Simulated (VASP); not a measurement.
Here is a VASP 6.6.1 calculation.

File POSCAR:

```
CuAu3
1.0
    3.9573903300      0.0000000000      0.0000000000
    0.0000000000      3.9573903300      0.0000000000
    0.0000000000      0.0000000000      3.9573903300
Cu Au
1 3
Direct
    0.0000000000      0.0000000000      0.0000000000
    0.0000000000      0.5000000000      0.5000000000
    0.5000000000      0.0000000000      0.5000000000
    0.5000000000      0.5000000000      0.0000000000
```

The input INCAR.step1:

```
SYSTEM = CuAu3
PREC = Accurate ; ENCUT = 520
ISMEAR = -1 ; SIGMA = 0.1
LREAL = .False. ; LASPH = .True.
NELM = 100 ; GGA = PE
ALGO = Normal ; EDIFF = 1E-4
LWAVE = .True. ; LCHARG = .False.
```

Contents of INCAR.step2:

```
SYSTEM = CuAu3
PREC = Accurate ; ENCUT = 520
EDIFF = 1E-6 ; ISMEAR = -1
SIGMA = 0.1 ; LREAL = .False.
LASPH = .True. ; NELM = 100
ALGO = Normal ; ISIF = 2
LWAVE = .False. ; LCHARG = .False.
METAGGA = R2SCAN ; LMIXTAU = .True.
IBRION = 2 ; NSW = 50
EDIFFG = -0.01 ; ISTART = 1
```

File KPOINTS:

```
Automatic mesh
0
Gamma
  8 8 8
  0 0 0
```

Potentials or basis: VASP PAW PBE potentials, release 64 (Cu, Au).

Launch:

```console
$ cat potpaw_PBE.64/Cu/POTCAR potpaw_PBE.64/Au/POTCAR > POTCAR
$ cp INCAR.step1 INCAR
$ mpirun -np 1 vasp_std > vasp.out
$ cp INCAR.step2 INCAR
$ mpirun -np 1 vasp_std > vasp.out
```

(1) Estimate the band gap on the k mesh.

Answers

(1) zero (bands 22 and 23 overlap by 2.20 eV).

Caveat: the relaxation stopped at its first step, so nothing moved; spin-orbit coupling is left out, which moves the levels of the heavy elements.
